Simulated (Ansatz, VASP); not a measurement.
**HgTe in VASP and in Ansatz**

```
Hg Te
1.0
     0.00000    3.18000    3.18000
     3.18000    0.00000    3.18000
     3.18000    3.18000    0.00000
Hg Te
1 1
Direct
  0.00000 0.00000 0.00000
  0.50000 0.50000 0.50000
```

Alike in both runs: task relaxation of cell and atoms; functional PBE; dispersion D4; k mesh 7 × 7 × 7; occupations fermi-dirac, width 0.05 eV; no spin polarisation.

|  | VASP | Ansatz |
| --- | --- | --- |
| version | VASP 6.6.1 | Ansatz 0.2.0 |
| potentials or method | VASP PAW PBE potentials, release 64 (Hg, Te) | Ansatz PAW |
| plane-wave cutoff (eV) | 600 | 420 |
| valence electrons in the cell | 18 | 36 |

|  | VASP | Ansatz | Ansatz less VASP |
| --- | --- | --- | --- |
| gap on the k mesh at the Fermi level, each at its own relaxed structure (eV) | none | none | - |
| relaxed volume (Å³/atom) | 27.56 | 27.48 | -0.077 |
| relaxed cell length with the largest relative difference (Å) | 4.272 | 4.268 | -0.0040 |

A gap of «none» marks a metal or a gap that the smearing closes. VASP's potentials hold 18 valence electrons a cell and Ansatz's 36, so a difference there can come from the potentials and not from the codes.

Spin-orbit coupling is off throughout. Noted on Ansatz's run: the plane-wave basis is chosen anew once the cell has moved, so the energies of steps on either side of that aren't comparable.
